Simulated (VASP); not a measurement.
Crystal: V.

```xyz
1
Lattice="-1.5144 1.5144 1.5144 1.5144 -1.5144 1.5144 1.5144 1.5144 -1.5144" Properties=species:S:1:pos:R:3 pbc="T T T"
V     0.0000    0.0000    0.0000
```

| Quantity | Value |
| --- | --- |
| Program | VASP 6.6.1 |
| Task | relaxation of cell and atoms |
| Functional | PBE |
| Potentials or basis | VASP PAW PBE potentials, release 64 (V_sv) |
| Cutoff | 600 eV |
| k mesh | 16 × 16 × 16 |
| Occupations | gaussian, width 0.1 eV |
| Spin | no spin polarisation |

At the start: pressure -5.1 GPa; volume 13.89 Å³/atom.

Question: Where does the relaxation end?

Answer: Over 3 steps the energy falls by 6.7 meV/atom and the volume is 13.48 Å³/atom (-2.9 %); space group Im-3m (No. 229, to 0.05 Å).

Step by step:
```tsv
step	energy change (eV)	largest force (eV/Å)	pressure (GPa)	volume (Å³)
1	0.0000	0.0000	-5.10	13.89
2	0.0026	0.0000	6.68	13.02
3	-0.0067	0.0000	-0.06	13.48
```

Final structure:
```cif
data_structure
_symmetry_space_group_name_H-M 'P 1'
_symmetry_Int_Tables_number 1
_cell_length_a 2.5970
_cell_length_b 2.5970
_cell_length_c 2.5970
_cell_angle_alpha 109.471
_cell_angle_beta 109.471
_cell_angle_gamma 109.471
_cell_volume 13.48
loop_
_atom_site_label
_atom_site_type_symbol
_atom_site_fract_x
_atom_site_fract_y
_atom_site_fract_z
_atom_site_occupancy
V1 V 0.00000 0.00000 0.00000 1
```
